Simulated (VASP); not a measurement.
The system is BiPdN.

```
CELL_PARAMETERS angstrom
4.00706 0.00000 0.00000
-2.00353 3.47022 0.00000
0.00000 0.00000 4.37409
ATOMIC_POSITIONS crystal
Bi 0.66667 0.33333 0.50000
Pd 0.00000 0.00000 0.00000
N 0.33333 0.66667 0.50000
```

```yaml
Program: VASP 6.6.1
Task: relaxation of cell and atoms
Functional: PBE
Potentials_or_basis: VASP PAW PBE potentials, release 64 (Bi_d, Pd, N)
Cutoff: 600 eV
k_mesh: 12 × 12 × 10
Occupations: gaussian, width 0.1 eV
Spin: no spin polarisation
```

At the start: pressure -3.9 GPa; volume 20.27 Å³/atom.

Task: How do energy, volume and symmetry change on relaxing?

Result: Over 8 steps the energy falls by 63.3 meV/atom and the volume is 18.09 Å³/atom (-10.8 %); space group P-6m2 (No. 187, to 0.05 Å).

Step by step:
```csv
step,energy change (eV),largest force (eV/Å),pressure (GPa),volume (Å³)
1,0.0000,0.0000,-3.87,60.82
2,-0.0880,0.0000,0.58,56.59
3,-0.0923,0.0000,1.86,55.65
4,-0.1604,0.0000,1.23,54.82
5,-0.1884,0.0000,0.94,53.81
6,-0.1885,0.0000,0.93,53.71
7,-0.1889,0.0000,-0.77,54.74
8,-0.1900,0.0000,0.00,54.26
```

Final structure:
```
CELL_PARAMETERS angstrom
4.06746 0.00000 0.00000
-2.03373 3.52252 0.00000
0.00000 0.00000 3.78705
ATOMIC_POSITIONS crystal
Bi 0.66667 0.33333 0.50000
Pd 0.00000 0.00000 0.00000
N 0.33333 0.66667 0.50000
```
